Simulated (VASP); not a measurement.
Runs of VASP 6.6.1 on Au. The structure is that of space group P6_3/mmc (No. 194), or close to it. The cells are those of the table. 

```tsv
cell	gap on the mesh (eV)	pressure (GPa)
a = 2.853, b = 2.853, c = 5.041 Å, angles 90.0, 90.0, 120.0°, 2 atoms	none	-0.6
a = 2.982, b = 2.982, c = 4.616 Å, angles 90.0, 90.0, 120.0°, 2 atoms	none	-0.7
a = 2.940, b = 2.940, c = 4.749 Å, angles 90.0, 90.0, 120.0°, 2 atoms	none	(a)
a = 2.809, b = 2.809, c = 5.200 Å, angles 90.0, 90.0, 120.0°, 2 atoms	none	1.1
```

Alike in all rows: task single point; level r2SCAN; potentials or basis VASP PAW PBE potentials, release 64 (Au); no spin polarisation; k mesh 24 × 24 × 12; cutoff (eV) 520; smearing gaussian 0.15 eV.

**Question.** Fill in the values left out.

**Answer.** (a) -1.3.

Caveats: the PAW data sets were made with another functional, which shifts forces and pressure a little; spin-orbit coupling is left out, which moves the levels of the heavy elements.

A k mesh can miss the band edges, and the runs leave out spin-orbit coupling on Au.

A gap of «none» marks levels without a gap at the run's occupations.
